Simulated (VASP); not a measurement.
Input of a VASP 6.6.1 run:

POSCAR

```
MgAl15HN16
1.0
    6.2595139128      0.0000000578      0.0000000000
   -3.1297570064      5.4208980350      0.0000000000
    0.0000000000      0.0000000000     10.0348065929
Al Mg N H
15 1 16 1
Direct
    0.3315186948      0.1702868395      0.2367676345
    0.3361905879      0.1655025341      0.7526070111
    0.1632961444      0.3370925726      0.9995308819
    0.3337470519      0.6692377360      0.2484367653
    0.1530794732      0.8165076656      0.5062115303
    0.3365677254      0.6728930417      0.7521442054
    0.1620360194      0.8324314225      0.9988947902
    0.8294673304      0.1668189896      0.2495256159
    0.6858670441      0.3482611738      0.5060889233
    0.8291385562      0.1655505040      0.7519681847
    0.6673146080      0.3386069156      0.9995496459
    0.8319336549      0.6684882721      0.2491493582
    0.6662323754      0.8368747718      0.5018489026
    0.8314598911      0.6701585277      0.7534288260
    0.6652671452      0.8353801510      1.0010666820
    0.1708488130      0.3263534852      0.4929725171
    0.3516496259      0.1501778220      0.4314376477
    0.1645324473      0.3349103013      0.1906446792
    0.3293993336      0.1702436747      0.9425646375
    0.1690137176      0.3343354979      0.7036424416
    0.3407519143      0.6861755240      0.4381292058
    0.1662362918      0.8332927193      0.1882872902
    0.3310217004      0.6708819492      0.9413446702
    0.1659206233      0.8332104778      0.6926376776
    0.8138835085      0.1596258507      0.4377556308
    0.6678865636      0.3355963246      0.1881871994
    0.8296429017      0.1701195400      0.9414169344
    0.6688376669      0.3361322010      0.6926208710
    0.8311304427      0.6706676056      0.4401693701
    0.6672234187      0.8332003158      0.1895202270
    0.8298634737      0.6706953984      0.9408231099
    0.6676140511      0.8343985969      0.6915381178
    0.4473612806      0.0583295233      0.4048996146
```

Contents of INCAR.step1:

```
PREC = Accurate
ENCUT = 520
ISMEAR = -1
SIGMA = 0.01
LREAL = Auto
LASPH = True
NELM = 200
ALGO = Normal
ISIF = 2
LWAVE = True
LCHARG = False
ISPIN = 2
MAGMOM = 0 0 0 0 0 0 0 0 0 0 0 0 0 0 0 0.01 0 0 0.08 0.45 0.12 0.03 0.05 0 0.06 0.01 0.05 0 0 0.01 0 0 0
LORBIT = 11
NUPDOWN = 1.0
GGA = PE
EDIFF = 1E-5
NELECT = 127.0
NBANDS = 90
GGA_COMPAT = False
ISYM = -1
```

Contents of INCAR.step2:

```
PREC = Accurate
ENCUT = 520
EDIFF = 1E-8
ISMEAR = -1
SIGMA = 0.01
LREAL = Auto
LASPH = True
NELM = 200
ALGO = Normal
ISIF = 2
LWAVE = False
LCHARG = False
ISPIN = 2
MAGMOM = 0 0 0 0 0 0 0 0 0 0 0 0 0 0 0 0.01 0 0 0.08 0.45 0.12 0.03 0.05 0 0.06 0.01 0.05 0 0 0.01 0 0 0
LORBIT = 11
NUPDOWN = 1.0
GGA = PE
LHFCALC = True
HFSCREEN = 0.2079
PRECFOCK = Fast
LEFG = True
ISTART = 1
NELECT = 127.0
NBANDS = 90
GGA_COMPAT = False
ISYM = -1
```

KPOINTS

```
explicit points
1
Reciprocal
  0.25000000   0.25000000   0.25000000 1
```

Potentials or basis: VASP PAW PBE potentials, release 64 (Al, Mg, N, H).

The run is started by

```sh
$ cat potpaw_PBE.64/Al/POTCAR potpaw_PBE.64/Mg/POTCAR potpaw_PBE.64/N/POTCAR potpaw_PBE.64/H/POTCAR > POTCAR
$ cp INCAR.step1 INCAR
$ mpirun -np 1 vasp_std > vasp.out
$ cp INCAR.step2 INCAR
$ mpirun -np 1 vasp_std > vasp.out
```

Q: Predict the largest force.

A: 0.557 eV/Å.

Forces in eV/Å, atoms in the order of the input:
```
Al  -0.017 -0.036 -0.004
Al   0.457 -0.250  0.199
Al   0.001 -0.016  0.299
Al  -0.046  0.018  0.014
Al   0.075 -0.016 -0.173
Al  -0.018  0.490  0.172
Al  -0.046 -0.018  0.205
Al   0.019  0.019 -0.050
Al   0.000 -0.007 -0.143
Al  -0.448 -0.222  0.197
Al   0.016  0.048  0.153
Al   0.032  0.024 -0.015
Al  -0.070 -0.035 -0.155
Al   0.005  0.001  0.121
Al   0.072 -0.017  0.151
Mg   0.038  0.024 -0.496
N    0.200 -0.093  0.025
N    0.029 -0.007 -0.057
N   -0.089  0.056 -0.316
N   -0.047  0.035  0.248
N   -0.005 -0.046  0.227
N    0.008  0.027 -0.077
N    0.013 -0.083 -0.270
N   -0.010  0.004 -0.052
N    0.010  0.000  0.196
N   -0.010 -0.027 -0.064
N    0.085  0.033 -0.293
N   -0.002 -0.010 -0.061
N    0.016 -0.018  0.115
N   -0.019  0.013 -0.052
N   -0.003 -0.006 -0.140
N    0.010  0.007 -0.010
H   -0.257  0.110  0.106
```

Caveat: the cell carries a net charge on a neutralising background, which shifts energy and pressure; without QUAD_EFG the Cq values of the log hold for a quadrupole moment of 1 mb, not for the nuclei; the PAW data sets were made with another functional, which shifts forces and pressure a little; the total moment is fixed, so each spin has its own Fermi level and the state may be an excited one.
